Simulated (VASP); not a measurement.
# K3CO (Pm-3m) in VASP: single point with PBE

Aim: the single point of K3CO with PBE.

All numbers are computed with VASP 6.6.1; they aren't measurements. Logs are shortened: lines on timing, memory, paths and dates and some standing lists are left out, and cuts for length are marked.

### 1 The cell of the first run

Symmetry: Pm-3m, No. 221, cubic system. Conventional cell: a = 5.231 Å, b = 5.231 Å, c = 5.231 Å, α = 90.00°, β = 90.00°, γ = 90.00°. K (site symmetry 4/mmm) has 2 O at 2.62 Å within 3.5 Å. Within 4.9 Å of C (site symmetry m-3m) lie 12 K at 3.70 Å and 8 O at 4.53 Å. Within 3.5 Å of O (site symmetry m-3m) lie 6 K at 2.62 Å.

### 2 Single point, PBE, collinear spin

Contents of INCAR:

```
PREC = Accurate
ENCUT = 520
EDIFF = 1E-6
ISMEAR = 0
SIGMA = 0.01
LREAL = F
LASPH = T
NELM = 150
ALGO = Normal
ISIF = 2
LWAVE = F
LCHARG = T
ISPIN = 2
MAGMOM = 0 0 0 0.5 0
LORBIT = 11
GGA = PE
LELF = T
LVHAR = T
NBANDS = 30
```

Contents of KPOINTS:

```
Automatic mesh
0
Gamma
  8 8 8
```

Contents of POSCAR:

```
K3CO
1.0
    5.2310620000      0.0000000000      0.0000000000
    0.0000000000      5.2310620000      0.0000000000
    0.0000000000      0.0000000000      5.2310620000
K C O
3 1 1
Direct
    0.0000000000      0.0000000000      0.5000000000
    0.0000000000      0.5000000000      0.0000000000
    0.5000000000      0.0000000000      0.0000000000
    0.5000000000      0.5000000000      0.5000000000
    0.0000000000      0.0000000000      0.0000000000
```

Potentials or basis: VASP PAW PBE potentials, release 64 (K_sv, C, O).

On the command line:

```
$ cat potpaw_PBE.64/K_sv/POTCAR potpaw_PBE.64/C/POTCAR potpaw_PBE.64/O/POTCAR > POTCAR
$ mpirun -np 1 vasp_std > vasp.out
```

OUTCAR:

```text
PREC = Accurate
   ENCUT = 520
   EDIFF = 1E-6
   ISMEAR = 0
   LREAL = F
   LASPH = T
   NELM = 150
   ISIF = 2
   ISPIN = 2
   LORBIT = 11
   GGA = PE

 ion  position               nearest neighbor table
   1  0.000  0.000  0.500-   5 2.62   5 2.62   2 3.70   2 3.70   3 3.70   3 3.70   2 3.70   2 3.70
                             3 3.70   3 3.70
   2  0.000  0.500  0.000-   5 2.62   5 2.62   1 3.70   1 3.70   1 3.70   3 3.70   3 3.70   1 3.70
                             3 3.70   3 3.70
   3  0.500  0.000  0.000-   5 2.62   5 2.62   1 3.70   1 3.70   2 3.70   1 3.70   2 3.70   2 3.70
                             1 3.70   2 3.70
   4  0.500  0.500  0.500-
   5  0.000  0.000  0.000-   1 2.62   2 2.62   3 2.62   1 2.62   2 2.62   3 2.62

  LATTYP: Found a simple cubic cell.
 ALAT       =     5.2310620000

  Lattice vectors:

 A1 = (   5.2310620000,   0.0000000000,   0.0000000000)
 A2 = (   0.0000000000,   5.2310620000,   0.0000000000)
 A3 = (   0.0000000000,   0.0000000000,   5.2310620000)

Analysis of symmetry for initial positions (statically):
=====================================================================
 Subroutine PRICEL returns:
 Original cell was already a primitive cell.

 Routine SETGRP: Setting up the symmetry group for a
 simple cubic supercell.

 Subroutine GETGRP returns: Found 48 space group operations
 (whereof 48 operations were pure point group operations)
 out of a pool of 48 trial point group operations.

The static configuration has the point symmetry O_h .

Analysis of symmetry for dynamics (positions and initial velocities):
=====================================================================
 Subroutine PRICEL returns:
 Original cell was already a primitive cell.

 Routine SETGRP: Setting up the symmetry group for a
 simple cubic supercell.

 Subroutine GETGRP returns: Found 48 space group operations
 (whereof 48 operations were pure point group operations)
 out of a pool of 48 trial point group operations.

The dynamic configuration has the point symmetry O_h .

Analysis of structural, dynamic, and magnetic symmetry:
=====================================================================
 Subroutine PRICEL returns:
 Original cell was already a primitive cell.

 Routine SETGRP: Setting up the symmetry group for a
 simple cubic supercell.

 Subroutine GETGRP returns: Found 48 space group operations
 (whereof 48 operations were pure point group operations)
 out of a pool of 48 trial point group operations.

The overall configuration has the point symmetry O_h .

 Subroutine INISYM returns: Found 48 space group operations
 (whereof 48 operations are pure point group operations),
 and found     1 'primitive' translations

----------------------------------------------------------------------------------------

                                     Primitive cell

  volume of cell :     143.1428

  direct lattice vectors                    reciprocal lattice vectors
     5.231062000  0.000000000  0.000000000     0.191165771  0.000000000  0.000000000
     0.000000000  5.231062000  0.000000000     0.000000000  0.191165771  0.000000000
     0.000000000  0.000000000  5.231062000     0.000000000  0.000000000  0.191165771

  length of vectors
     5.231062000  5.231062000  5.231062000     0.191165771  0.191165771  0.191165771

  position of ions in fractional coordinates (direct lattice)
     0.000000000  0.000000000  0.500000000
     0.000000000  0.500000000  0.000000000
     0.500000000  0.000000000  0.000000000
     0.500000000  0.500000000  0.500000000
     0.000000000  0.000000000  0.000000000

  ion indices of the primitive-cell ions
   primitive index   ion index
                 1           1
                 2           2
                 3           3
                 4           4
                 5           5

----------------------------------------------------------------------------------------

 KPOINTS: Automatic mesh

Automatic generation of k-mesh.
 Grid dimensions read from file:
 generate k-points for:    8    8    8

 Generating k-lattice:

  Cartesian coordinates                     Fractional coordinates (reciprocal lattice)
     0.023895721  0.000000000  0.000000000     0.125000000  0.000000000  0.000000000
     0.000000000  0.023895721  0.000000000     0.000000000  0.125000000  0.000000000
     0.000000000  0.000000000  0.023895721     0.000000000  0.000000000  0.125000000

  Length of vectors
     0.023895721  0.023895721  0.023895721

  Shift w.r.t. Gamma in fractional coordinates (k-lattice)
     0.000000000  0.000000000  0.000000000

 Subroutine IBZKPT returns following result:
 ===========================================

 Found     35 irreducible k-points:

 Following reciprocal coordinates:
            Coordinates               Weight
  0.000000  0.000000  0.000000      1.000000
  0.125000  0.000000  0.000000      6.000000
  0.250000  0.000000  0.000000      6.000000
  0.375000  0.000000  0.000000      6.000000
  0.500000  0.000000  0.000000      3.000000
  0.125000  0.125000  0.000000     12.000000
[... 16 lines left out ...]
  0.375000  0.375000  0.125000     24.000000
  0.500000  0.375000  0.125000     24.000000
 [... further k-points ...]
   k-points           NKPTS =     35   k-points in BZ     NKDIM =     35   number of bands    NBANDS=     30
   number of dos      NEDOS =    301   number of ions     NIONS =      5
   total plane-waves  NPLWV =  64000
   dimension x,y,z NGX =    40 NGY =   40 NGZ =   40
   dimension x,y,z NGXF=    80 NGYF=   80 NGZF=   80
   ions per type =               3   1   1
   NGX,Y,Z   is equivalent  to a cutoff of  12.71, 12.71, 12.71 a.u.
   NGXF,Y,Z  is equivalent  to a cutoff of  25.42, 25.42, 25.42 a.u.
 SYSTEM =  unknown system
   PREC   = accura    normal or accurate (medium, high low for compatibility)
   ISTART =      0    job   : 0-new  1-cont  2-samecut
   ICHARG =      2    charge: 1-file 2-atom 10-const
   ISPIN  =      2    spin polarized calculation?
   LNONCOLLINEAR =      F non collinear calculations
   LSORBIT =      F    spin-orbit coupling
   LASPH  =      T    aspherical Exc in radial PAW
   ENCUT  =  520.0 eV  38.22 Ry    6.18 a.u.   9.73  9.73  9.73*2*pi/ulx,y,z
   NELM   =    150;   NELMIN=  2; NELMDL= -5     # of ELM steps
   EDIFF  = 0.1E-05   stopping-criterion for ELM
   LREAL  =      F    real-space projection
   EDIFFG = 0.1E-04   stopping-criterion for IOM
   NSW    =      0    number of steps for IOM
   IBRION =     -1    ionic relax: 0-MD 1-quasi-New 2-CG
   NFREE  =      0    steps in history (QN), initial steepest desc. (CG)
   ISIF   =      2    stress and relaxation
   ISYM   =      2    0-nonsym 1-usesym 2-fastsym
   POTIM  = 0.5000    time-step for ionic-motion
   TEBEG  =    0.0;   TEEND  =   0.0 temperature during run
   PSTRESS=    0.0 pullay stress
   NELECT =      37.0000    total number of electrons
   NUPDOWN=      -1.0000    fix difference up-down
   EMIN   =  10.00;   EMAX   =-10.00  energy-range for DOS
   EFERMI =   0.00;   METHOD = LEGACY
   ISMEAR =     0;   SIGMA  =   0.01  broadening in eV -4-tet -1-fermi 0-gaus
   EFERMI_NEDOS =   21; number of points for ismear=-14 and -15
   IALGO  =     38    algorithm
   IMIX   =      4    mixing-type and parameters
     AMIX     =   0.40;   BMIX     =  1.00
     AMIX_MAG =   1.60;   BMIX_MAG =  1.00
  volume/ion in A,a.u.               =      28.63       193.20
  Fermi-wavevector in a.u.,A,eV,Ry     =   1.042843  1.970687 14.796625  1.087521
  Thomas-Fermi vector in A             =   2.177526
   LORBIT       =     11    0 simple, 1 ext, 2 COOP (PROOUT), +10 PAW based schemes
   GGA     = PE    functional components
   LHFCALC =     F    Hartree Fock is set to
   AEXX    =    0.0000 exact exchange contribution
   IVDW    =     0    specifies the selected vdW correction
   LEPSILON=     F    determine dielectric tensor
   LRPA    =     F    only Hartree local field effects (RPA)
 spin polarized calculation
 Gauss-broadening in eV      SIGMA  =   0.01
  energy-cutoff  :      520.00
  volume of cell :      143.14
 maximum number of plane-waves:      3900
 NGX is ok and might be reduce to    40
   NGX = 19   NGY = 19   NGZ = 19

 number of electron      36.9999994 magnetization       2.9999834

 Free energy of the ion-electron system (eV)
  ---------------------------------------------------
  ext. energy  EPLUGINS =         0.00000000
  ---------------------------------------------------
  free energy    TOTEN  =       -15.72317097 eV

  energy without entropy =      -15.72317097  energy(sigma->0) =      -15.72317097

 E-fermi :   0.1404     XC(G=0):  -7.2830

 val. band max:        0.0785312968   @ k =   0.0000   0.0000   0.0000
 cond. band min:       0.3749272014   @ k =   0.5000   0.0000   0.0000
 fundamental gap:      0.2963959046
 Fermi energy:         0.1404201334

 spin component 1

 k-point     1 :       0.0000    0.0000    0.0000
  band No.  band energies     occupation
      1     -29.9714      1.00000
      2     -29.8841      1.00000
      3     -29.8841      1.00000
      4     -14.6917      1.00000
      5     -13.6929      1.00000
      6     -13.6929      1.00000
[... 781 lines left out ...]
     29       6.3716      0.00000
     30       6.9710      0.00000

 [... further k-points ...]

 spin component 2

 k-point     1 :       0.0000    0.0000    0.0000
  band No.  band energies     occupation
      1     -29.9570      1.00000
      2     -29.8690      1.00000
      3     -29.8690      1.00000
      4     -14.5269      1.00000
      5     -13.6806      1.00000
      6     -13.6806      1.00000
[... 781 lines left out ...]
     29       6.9747      0.00000
     30       7.0159      0.00000

 [... further k-points ...]
[... 5 lines left out ...]
  --------------------------------------------------------------------------------------
  -------------------------------------------------------------------------------------
  Total       -0.0841053     -0.0841053     -0.0841053      0.0000000      0.0000000      0.0000000
  in kB       -0.9413788     -0.9413788     -0.9413788      0.0000000      0.0000000      0.0000000
  external PRESSURE =      -0.9413788 kB  Pullay stress =       0.0000000 kB

 VOLUME and BASIS-vectors are now :
 -----------------------------------------------------------------------------
  energy-cutoff  :      520.00
  volume of cell :      143.14
      direct lattice vectors                 reciprocal lattice vectors
     5.231062000  0.000000000  0.000000000     0.191165771  0.000000000  0.000000000
     0.000000000  5.231062000  0.000000000     0.000000000  0.191165771  0.000000000
     0.000000000  0.000000000  5.231062000     0.000000000  0.000000000  0.191165771

 POSITION                                       TOTAL-FORCE (eV/Angst)
 -----------------------------------------------------------------------------------
      0.00000      0.00000      2.61553         0.000000      0.000000      0.000000
      0.00000      2.61553      0.00000         0.000000      0.000000      0.000000
      2.61553      0.00000      0.00000         0.000000      0.000000      0.000000
      2.61553      2.61553      2.61553         0.000000      0.000000      0.000000
      0.00000      0.00000      0.00000         0.000000      0.000000      0.000000
 -----------------------------------------------------------------------------------
    total drift:                                0.000000      0.000000     -0.000000

  FREE ENERGIE OF THE ION-ELECTRON SYSTEM (eV)
  ---------------------------------------------------
  free  energy   TOTEN  =       -15.7231709715 eV

  energy  without entropy=      -15.7231709715  energy(sigma->0) =      -15.72317097

 total charge

# of ion       s       p       d       tot
------------------------------------------
    1        1.966   5.580   0.042   7.588
    2        1.966   5.580   0.042   7.588
    3        1.966   5.580   0.042   7.588
    4        0.958   1.125   0.000   2.084
    5        1.556   3.352   0.000   4.908
--------------------------------------------------
tot          8.412  21.218   0.126  29.756

 magnetization (x)

# of ion       s       p       d       tot
------------------------------------------
    1        0.000   0.006   0.005   0.011
    2        0.000   0.006   0.005   0.011
    3        0.000   0.006   0.005   0.011
    4        0.046   1.104   0.000   1.150
    5        0.002   0.090   0.000   0.092
--------------------------------------------------
tot          0.049   1.212   0.014   1.275
```

It took 13 min on 1 thread of Intel Xeon 8259CL, shared host; peak memory 0.43 GiB.

Results:

- Free energy: -15.7232 eV
- Pressure: -0.1 GPa
- Band gap on the k mesh: 0.30 eV (least direct gap 0.36 eV)
- Net moment: 3.00 μB per cell
- Site moments: K +0.01; C +1.15; O +0.09 μB
- Valence electrons inside the program's atomic spheres: K 7.59; C 2.08; O 4.91

Levels at points of the mesh, in eV from the valence-band top:
Spin up:
```
           k point  band 16  band 17  band 18  band 19  band 20  band 21  band 22  band 23  band 24  band 25
(0.00, 0.00, 0.00)    -1.11    -1.11    -0.08    -0.08    -0.08     1.40     3.36     3.36     4.82     4.82
(0.50, 0.00, 0.00)    -1.15    -1.15    -0.84    -0.20    -0.20     2.94     3.68     4.35     5.45     5.84
(0.50, 0.50, 0.00)    -1.60    -1.19    -0.77    -0.77    -0.28     4.19     4.61     4.63     4.63     5.87
(0.50, 0.50, 0.50)    -1.31    -1.31    -1.02    -1.02    -1.02     4.44     4.44     4.44     4.49     5.80
```
Spin down:
```
           k point  band 15  band 16  band 17  band 18  band 19  band 20
(0.00, 0.00, 0.00)     0.00     0.00     0.00     1.68     1.68     1.68
(0.50, 0.00, 0.00)    -0.72    -0.07    -0.07     0.30     1.48     1.48
(0.50, 0.50, 0.00)    -0.88    -0.88    -0.15     0.88     0.88     1.41
(0.50, 0.50, 0.50)    -0.92    -0.92    -0.92     1.14     1.14     1.14
```

Caveat: semilocal functionals underestimate gaps, and a narrow one can read as zero. A k mesh can miss the band edges.
